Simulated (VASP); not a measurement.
# I (Fm-3m) in VASP: a series of runs

The runs below take I through single point, with PBEsol.

Everything below comes from runs of VASP 6.6.1. Logs are shortened: lines on timing, memory, paths and dates and some standing lists are left out, and cuts for length are marked.

**1. The cell of the first run**

It takes space group Fm-3m (No. 225, cubic). Conventional cell: a = 4.570 Å, b = 4.570 Å, c = 4.570 Å, α = 90.00°, β = 90.00°, γ = 90.00°. Within 4.3 Å of I (site symmetry m-3m) lie 12 I at 3.23 Å.

**2. Single point, PBEsol (volume scaled by 0.75)**

INCAR reads:

```
  PREC = Accurate
  ENCUT = 520
  EDIFF = 1E-6
  ISMEAR = -1
  SIGMA = 0.05
  LREAL = F
  LASPH = T
  NELM = 100
  ALGO = Normal
  ISIF = 2
  LWAVE = F
  LCHARG = F
  GGA = PS
  NBANDS = 10
```

KPOINTS reads:

```
Automatic mesh
0
Gamma
  14 14 14
```

POSCAR reads:

```
I
1.0
    0.0000000000      2.2849428863      2.2849428863
    2.2849428863      0.0000000000      2.2849428863
    2.2849428863      2.2849428863      0.0000000000
I
1
Direct
    0.0000000000      0.0000000000      0.0000000000
```

Potentials or basis: VASP PAW PBE potentials, release 64 (I).

On the command line:

```bash
> cat potpaw_PBE.64/I/POTCAR > POTCAR
> mpirun -np 1 vasp_std > vasp.out
```

OUTCAR:

```text
PREC = Accurate
   ENCUT = 520
   EDIFF = 1E-6
   ISMEAR = -1
   LREAL = F
   LASPH = T
   NELM = 100
   ISIF = 2
   GGA = PS

 ion  position               nearest neighbor table
   1  0.000  0.000  0.000-

  LATTYP: Found a face centered cubic cell.
 ALAT       =     4.5698857726

  Lattice vectors:

 A1 = (   0.0000000000,   2.2849428863,   2.2849428863)
 A2 = (   2.2849428863,   0.0000000000,   2.2849428863)
 A3 = (   2.2849428863,   2.2849428863,   0.0000000000)

Analysis of symmetry for initial positions (statically):
=====================================================================
 Subroutine PRICEL returns:
 Original cell was already a primitive cell.

 Routine SETGRP: Setting up the symmetry group for a
 face centered cubic supercell.

 Subroutine GETGRP returns: Found 48 space group operations
[... 9 lines left out ...]

 Routine SETGRP: Setting up the symmetry group for a
 face centered cubic supercell.

 Subroutine GETGRP returns: Found 48 space group operations
[... 11 lines left out ...]
                                     Primitive cell

  volume of cell :      23.8592

  direct lattice vectors                    reciprocal lattice vectors
     0.000000000  2.284942886  2.284942886    -0.218823850  0.218823850  0.218823850
     2.284942886  0.000000000  2.284942886     0.218823850 -0.218823850  0.218823850
     2.284942886  2.284942886  0.000000000     0.218823850  0.218823850 -0.218823850

  length of vectors
     3.231397219  3.231397219  3.231397219     0.379014027  0.379014027  0.379014027

  position of ions in fractional coordinates (direct lattice)
     0.000000000  0.000000000  0.000000000

  ion indices of the primitive-cell ions
   primitive index   ion index
                 1           1

----------------------------------------------------------------------------------------

 KPOINTS: Automatic mesh

Automatic generation of k-mesh.
 Grid dimensions read from file:
 generate k-points for:   14   14   14

 Generating k-lattice:

  Cartesian coordinates                     Fractional coordinates (reciprocal lattice)
    -0.015630275  0.015630275  0.015630275     0.071428571  0.000000000  0.000000000
     0.015630275 -0.015630275  0.015630275     0.000000000  0.071428571  0.000000000
     0.015630275  0.015630275 -0.015630275     0.000000000  0.000000000  0.071428571

  Length of vectors
     0.027072430  0.027072430  0.027072430

  Shift w.r.t. Gamma in fractional coordinates (k-lattice)
     0.000000000  0.000000000  0.000000000

 Subroutine IBZKPT returns following result:
 ===========================================

 Found    104 irreducible k-points:

 Following reciprocal coordinates:
            Coordinates               Weight
  0.000000  0.000000  0.000000      1.000000
  0.071429  0.000000  0.000000      8.000000
  0.142857  0.000000  0.000000      8.000000
  0.214286  0.000000  0.000000      8.000000
  0.285714  0.000000  0.000000      8.000000
  0.357143  0.000000  0.000000      8.000000
[... 16 lines left out ...]
  0.214286  0.142857  0.000000     24.000000
  0.285714  0.142857  0.000000     24.000000
 [... further k-points ...]
   k-points           NKPTS =    104   k-points in BZ     NKDIM =    104   number of bands    NBANDS=     10
   number of dos      NEDOS =    301   number of ions     NIONS =      1
   total plane-waves  NPLWV =  13824
   dimension x,y,z NGX =    24 NGY =   24 NGZ =   24
   dimension x,y,z NGXF=    48 NGYF=   48 NGZF=   48
   ions per type =               1
   NGX,Y,Z   is equivalent  to a cutoff of  12.35, 12.35, 12.35 a.u.
   NGXF,Y,Z  is equivalent  to a cutoff of  24.69, 24.69, 24.69 a.u.
 SYSTEM =  unknown system
   PREC   = accura    normal or accurate (medium, high low for compatibility)
   ISTART =      0    job   : 0-new  1-cont  2-samecut
   ICHARG =      2    charge: 1-file 2-atom 10-const
   ISPIN  =      1    spin polarized calculation?
   LNONCOLLINEAR =      F non collinear calculations
   LSORBIT =      F    spin-orbit coupling
   LASPH  =      T    aspherical Exc in radial PAW
   ENCUT  =  520.0 eV  38.22 Ry    6.18 a.u.   6.01  6.01  6.01*2*pi/ulx,y,z
   NELM   =    100;   NELMIN=  2; NELMDL= -5     # of ELM steps
   EDIFF  = 0.1E-05   stopping-criterion for ELM
   LREAL  =      F    real-space projection
   EDIFFG = 0.1E-04   stopping-criterion for IOM
   NSW    =      0    number of steps for IOM
   IBRION =     -1    ionic relax: 0-MD 1-quasi-New 2-CG
   NFREE  =      0    steps in history (QN), initial steepest desc. (CG)
   ISIF   =      2    stress and relaxation
   ISYM   =      2    0-nonsym 1-usesym 2-fastsym
   POTIM  = 0.5000    time-step for ionic-motion
   TEBEG  =    0.0;   TEEND  =   0.0 temperature during run
   PSTRESS=    0.0 pullay stress
   NELECT =       7.0000    total number of electrons
   NUPDOWN=      -1.0000    fix difference up-down
   EMIN   =  10.00;   EMAX   =-10.00  energy-range for DOS
   EFERMI =   0.00;   METHOD = LEGACY
   ISMEAR =    -1;   SIGMA  =   0.05  broadening in eV -4-tet -1-fermi 0-gaus
   EFERMI_NEDOS =   21; number of points for ismear=-14 and -15
   IALGO  =     38    algorithm
   IMIX   =      4    mixing-type and parameters
     AMIX     =   0.40;   BMIX     =  1.00
     AMIX_MAG =   1.60;   BMIX_MAG =  1.00
  volume/ion in A,a.u.               =      23.86       161.01
  Fermi-wavevector in a.u.,A,eV,Ry     =   1.087816  2.055674 16.100372  1.183344
  Thomas-Fermi vector in A             =   2.223984
   LORBIT       =      0    0 simple, 1 ext, 2 COOP (PROOUT), +10 PAW based schemes
   GGA     = PS    functional components
   LHFCALC =     F    Hartree Fock is set to
   AEXX    =    0.0000 exact exchange contribution
   IVDW    =     0    specifies the selected vdW correction
   LEPSILON=     F    determine dielectric tensor
   LRPA    =     F    only Hartree local field effects (RPA)
 non-spin polarized calculation
  energy-cutoff  :      520.00
  volume of cell :       23.86
 maximum number of plane-waves:       654
   NGX = 13   NGY = 13   NGZ = 13

 number of electron       7.0000001 magnetization

 Free energy of the ion-electron system (eV)
  ---------------------------------------------------
  ext. energy  EPLUGINS =         0.00000000
  ---------------------------------------------------
  free energy    TOTEN  =        -1.00872592 eV

  energy without entropy =       -1.00216299  energy(sigma->0) =       -1.00544445

 E-fermi :  10.2080     XC(G=0): -11.0520

 val. band max:       10.1585406519   @ k =  -0.3571   0.2143   0.0000
 cond. band min:      10.2263914908   @ k =  -0.2857   0.0714   0.0000
 fundamental gap:      0.0678508389
 Fermi energy:        10.2079962232

 k-point     1 :       0.0000    0.0000    0.0000
  band No.  band energies     occupation
      1      -6.5286      2.00000
      2      12.2737      0.00000
      3      12.2737      0.00000
      4      12.2737      0.00000
      5      19.6594      0.00000
      6      19.6594      0.00000
      7      19.6594      0.00000
      8      20.3167      0.00000
      9      20.7953      0.00000
     10      24.9496      0.00000

 k-point     2 :       0.0714    0.0000    0.0000
  band No.  band energies     occupation
      1      -6.4299      2.00000
      2      11.4935      0.00000
      3      12.1760      0.00000
      4      12.1760      0.00000
      5      18.9345      0.00000
      6      19.8478      0.00000
      7      19.8478      0.00000
      8      20.8132      0.00000
      9      22.0796      0.00000
     10      23.8558      0.00000

 k-point     3 :       0.1429    0.0000    0.0000
  band No.  band energies     occupation
      1      -6.1371      2.00000
      2       9.7406      1.99983
      3      11.9240      0.00000
      4      11.9240      0.00000
      5      18.1777      0.00000
      6      20.2544      0.00000
      7      20.2544      0.00000
      8      21.9379      0.00000
      9      22.8778      0.00000
     10      22.8785      0.00000

 k-point     4 :       0.2143    0.0000    0.0000
  band No.  band energies     occupation
      1      -5.6614      2.00000
      2       7.7241      2.00000
      3      11.6039      0.00000
      4      11.6039      0.00000
      5      17.6349      0.00000
      6      20.2870      0.00000
      7      20.2870      0.00000
      8      22.4496      0.00000
      9      22.8381      0.00000
     10      22.8381      0.00000

 k-point     5 :       0.2857    0.0000    0.0000
  band No.  band energies     occupation
      1      -5.0294      2.00000
      2       5.7684      2.00000
      3      11.2931      0.00000
      4      11.2931      0.00000
      5      17.2732      0.00000
      6      19.7905      0.00000
      7      19.7905      0.00000
      8      21.5679      0.00000
      9      23.8363      0.00000
     10      23.8363      0.00000

 k-point     6 :       0.3571    0.0000    0.0000
  band No.  band energies     occupation
      1      -4.3032      2.00000
      2       4.0513      2.00000
      3      11.0430      0.00000
      4      11.0430      0.00000
      5      17.0589      0.00000
      6      19.2782      0.00000
      7      19.2782      0.00000
      8      20.8301      0.00000
      9      25.3123      0.00000
     10      25.3123      0.00000
[... 183 lines left out ...]
 k-point    21 :      -0.0714    0.0714    0.0000
  band No.  band energies     occupation
      1      -6.2665      2.00000
      2      10.6950      0.00012
      3      11.4971      0.00000
      4      12.2525      0.00000
      5      18.5921      0.00000
      6      19.8847      0.00000
      7      20.0478      0.00000
      8      21.6222      0.00000
      9      22.5779      0.00000
     10      23.2161      0.00000

 k-point    22 :       0.1429    0.1429    0.0000
  band No.  band energies     occupation
      1      -6.0057      2.00000
      2      10.3705      0.07462
      3      11.0497      0.00000
      4      11.0497      0.00000
      5      17.1347      0.00000
      6      19.6082      0.00000
      7      21.5307      0.00000
      8      21.5307      0.00000
      9      23.1806      0.00000
     10      24.3371      0.00000

 k-point    23 :       0.2143    0.1429    0.0000
  band No.  band energies     occupation
      1      -5.6540      2.00000
      2       8.9379      2.00000
      3      10.6028      0.00074
      4      10.8127      0.00001
      5      16.8640      0.00000
      6      18.6553      0.00000
      7      21.6201      0.00000
      8      22.1625      0.00000
      9      24.6953      0.00000
     10      24.9985      0.00000

 k-point    24 :       0.2857    0.1429    0.0000
  band No.  band energies     occupation
      1      -5.1294      2.00000
      2       7.1284      2.00000
      3      10.2548      0.56354
      4      10.4158      0.03085
      5      16.8544      0.00000
      6      18.4334      0.00000
      7      21.3836      0.00000
      8      22.0473      0.00000
      9      24.8743      0.00000
     10      25.4031      0.00000

 [... further k-points ...]
[... 5 lines left out ...]
  --------------------------------------------------------------------------------------
  -------------------------------------------------------------------------------------
  Total        3.0315640      3.0315640      3.0315640      0.0000000      0.0000000      0.0000000
  in kB      203.5735184    203.5735184    203.5735184      0.0000000      0.0000000      0.0000000
  external PRESSURE =     203.5735184 kB  Pullay stress =       0.0000000 kB

 VOLUME and BASIS-vectors are now :
 -----------------------------------------------------------------------------
  energy-cutoff  :      520.00
  volume of cell :       23.86
      direct lattice vectors                 reciprocal lattice vectors
     0.000000000  2.284942886  2.284942886    -0.218823850  0.218823850  0.218823850
     2.284942886  0.000000000  2.284942886     0.218823850 -0.218823850  0.218823850
     2.284942886  2.284942886  0.000000000     0.218823850  0.218823850 -0.218823850

 POSITION                                       TOTAL-FORCE (eV/Angst)
 -----------------------------------------------------------------------------------
      0.00000      0.00000      0.00000         0.000000      0.000000      0.000000
 -----------------------------------------------------------------------------------
    total drift:                                0.000000     -0.000000      0.000000

  FREE ENERGIE OF THE ION-ELECTRON SYSTEM (eV)
  ---------------------------------------------------
  free  energy   TOTEN  =        -1.0087259177 eV

  energy  without entropy=       -1.0021629895  energy(sigma->0) =       -1.00544445
```

Run time: 5.6 s. Hardware: 1 thread of Intel Xeon 6975P-C (Granite Rapids), shared host; peak memory 0.15 GiB.

Results:

| Quantity | Value |
| --- | --- |
| Free energy | -1.0087 eV |
| Pressure | 20.4 GPa |

Levels at points of the mesh, in eV from the Fermi level:
| k point | band 2 | band 3 | band 4 | band 5 | band 6 | band 7 |
| --- | --- | --- | --- | --- | --- | --- |
| (0.00, 0.00, 0.00) | 2.07 | 2.07 | 2.07 | 9.45 | 9.45 | 9.45 |
| (0.50, 0.00, 0.00) | -7.94 | 0.62 | 0.62 | 6.72 | 8.62 | 8.62 |
| (0.50, 0.50, 0.00) | -7.14 | -2.16 | -2.16 | 3.16 | 3.80 | 19.45 |

Caveat: the PAW data sets were made with another functional, which shifts forces and pressure a little; spin-orbit coupling is left out, which moves the levels of the heavy elements; an odd number of electrons without spin polarisation forces a metal; a magnetic or distorted state may lie lower.

[end of part 1 of 2]
